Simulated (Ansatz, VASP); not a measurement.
# W in VASP and in Ansatz

The input INCAR:

```
PREC = Accurate ; ENCUT = 520
EDIFF = 1E-7 ; ISMEAR = 0
SIGMA = 0.15 ; LREAL = F
LASPH = T ; NELM = 60
ALGO = Normal ; ISIF = 2
LWAVE = F ; LCHARG = F
GGA = PS ; NBANDS = 13
```

File KPOINTS:

```
regular mesh
0
Gamma
  20 20 20
```

Contents of POSCAR:

```
W
1.0
   -1.6771650000      1.6771650000      1.6771650000
    1.6771650000     -1.6771650000      1.6771650000
    1.6771650000      1.6771650000     -1.6771650000
W
1
Direct
    0.0000000000      0.0000000000      0.0000000000
```

Input for Ansatz:

```yaml
crystal:
  lattice:
    - [-1.677165, 1.677165, 1.677165]
    - [1.677165, -1.677165, 1.677165]
    - [1.677165, 1.677165, -1.677165]
  atoms:
    - { symbol: W, position: [0.0, 0.0, 0.0] }
basis:
  ecutwfc: 420
kpoints:
  mp_grid: { grid: [20, 20, 20] }
hamiltonian:
  xc: pbesol
scf:
  occupations: { method: gaussian, width: 0.15 }
output:
  forces: true
  stress: true
  eigenvalues: true
```

Change from the starting cell: strain +0.050 along x and y, +0.050 along z, atoms carried along.

Alike in both runs: task single point; functional PBEsol; k mesh 20 × 20 × 20; occupations gaussian, width 0.15 eV; no spin polarisation.

|  | VASP | Ansatz |
| --- | --- | --- |
| version | VASP 6.6.1 | Ansatz 0.2.0 |
| potentials or method | VASP PAW PBE potentials, release 64 (W_sv), cutoff 520 eV | scalar-relativistic, plane waves, PAW |
| valence electrons in the cell | 14 | 14 |

```tsv
	VASP	Ansatz	Ansatz less VASP
gap on the k mesh at the Fermi level (eV)	none	none	-
pressure (GPa)	-40.2	-40.4	-0.13
```

VASP's potentials were made for PBE, not for PBEsol. A gap of «none» marks a metal or a gap that the smearing closes. Both programs put the cell under strong tension, so it lies far from rest at this level. With one functional, cell and mesh, what is left measures potentials, basis and numerics.

Neither program's run includes spin-orbit coupling. Noted on VASP's run: the cell as given lies far from equilibrium.
